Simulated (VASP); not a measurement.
Input of a VASP 6.6.1 run:

Contents of POSCAR:

```
Zr2N
1.0
    5.4130027300      0.0000000000      0.0000000000
    0.0000000000      5.4130027300      0.0000000000
    0.0000000000      0.0000000000      3.3077891900
Zr N
4 2
Direct
    0.2961254600      0.2961254600      0.0000000000
    0.7038745400      0.7038745400      0.0000000000
    0.7961254600      0.2038745400      0.5000000000
    0.2038745400      0.7961254600      0.5000000000
    0.0000000000      0.0000000000      0.0000000000
    0.5000000000      0.5000000000      0.5000000000
```

The input INCAR.step1:

```
SYSTEM = Zr2N
ALGO = Normal ; EDIFF = 1E-4
ENCUT = 520 ; GGA = PE
ISMEAR = 0 ; LASPH = .TRUE.
LCHARG = .FALSE. ; LREAL = .FALSE.
LWAVE = .TRUE. ; NBANDS = 38
NELM = 100 ; PREC = Accurate
SIGMA = 0.1
```

File INCAR.step2:

```
SYSTEM = Zr2N
ALGO = Normal ; EDIFF = 1E-6
ENCUT = 520 ; ISIF = 2
ISMEAR = 0 ; ISTART = 1
LASPH = .TRUE. ; LCHARG = .FALSE.
LMIXTAU = .TRUE. ; LREAL = .FALSE.
LWAVE = .FALSE. ; METAGGA = R2SCAN
NBANDS = 38 ; NELM = 100
PREC = Accurate ; SIGMA = 0.1
```

File KPOINTS:

```
Automatic mesh
0
Gamma
  6 6 10
  0.5 0.5 0.5
```

Potentials or basis: VASP PAW PBE potentials, release 64 (Zr_sv, N).

Run with:

```bash
$ cat potpaw_PBE.64/Zr_sv/POTCAR potpaw_PBE.64/N/POTCAR > POTCAR
$ cp INCAR.step1 INCAR
$ mpirun -np 1 vasp_std > vasp.out
$ cp INCAR.step2 INCAR
$ mpirun -np 1 vasp_std > vasp.out
```

Problem. Predict the largest force.

Solution. 0.023 eV/Å.

Problem. Predict the pressure.

Solution. -0.1 GPa.

Problem. Predict the band gap on the k mesh.

Solution. Zero (band 29 reaches 10.90 eV, above the bottom of band 30 at 8.89 eV).

Forces on the atoms (eV/Å):
```
Zr   0.016  0.016  0.000
Zr  -0.016 -0.016  0.000
Zr   0.016 -0.016  0.000
Zr  -0.016  0.016  0.000
N    0.000  0.000  0.000
N    0.000  0.000  0.000
```

Caveat: the PAW data sets were made with another functional, which shifts forces and pressure a little.
